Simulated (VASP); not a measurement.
Here is a VASP 6.6.1 calculation.

The input INCAR:

```
PREC = Accurate ; ENCUT = 600
EDIFF = 1E-6 ; ISMEAR = 0
SIGMA = 0.05 ; LREAL = F
LASPH = T ; NELM = 80
ALGO = Normal ; ISIF = 4
LWAVE = F ; LCHARG = F
GGA = PE ; IVDW = 13
IBRION = 2 ; NSW = 60
EDIFFG = -0.01
```

KPOINTS

```
regular mesh
0
Gamma
  8 8 8
```

POSCAR

```
ZrB2
1.0
    3.1335403435      0.0000000000      0.0000000000
   -1.5667701717      2.7137255413      0.0000000000
    0.0000000000      0.0000000000      3.4685918797
Zr B
1 2
Direct
    0.0000000000      0.0000000000      0.0000000000
    0.3333333333      0.6666666667      0.5000000000
    0.6666666667      0.3333333333      0.5000000000
```

Potentials or basis: VASP PAW PBE potentials, release 64 (Zr_sv, B).

Command:

```sh
$ cat potpaw_PBE.64/Zr_sv/POTCAR potpaw_PBE.64/B/POTCAR > POTCAR
$ mpirun -np 1 vasp_std > vasp.out
```

Problem. Estimate the dispersion energy per atom.

Solution. -0.330 eV.

Problem. Predict the band gap on the k mesh.

Solution. Zero (band 9 reaches 11.52 eV, above the bottom of band 10 at 10.95 eV).

Final structure:
```yaml
crystal:
  lattice:
    - [3.13506, 0.00000, 0.00000]
    - [-1.56753, 2.71504, 0.00000]
    - [0.00000, 0.00000, 3.46522]
  atoms:
    - { symbol: Zr, position: [0.00000, 0.00000, 0.00000] }
    - { symbol: B, position: [0.33333, 0.66667, 0.50000] }
    - { symbol: B, position: [0.66667, 0.33333, 0.50000] }
```
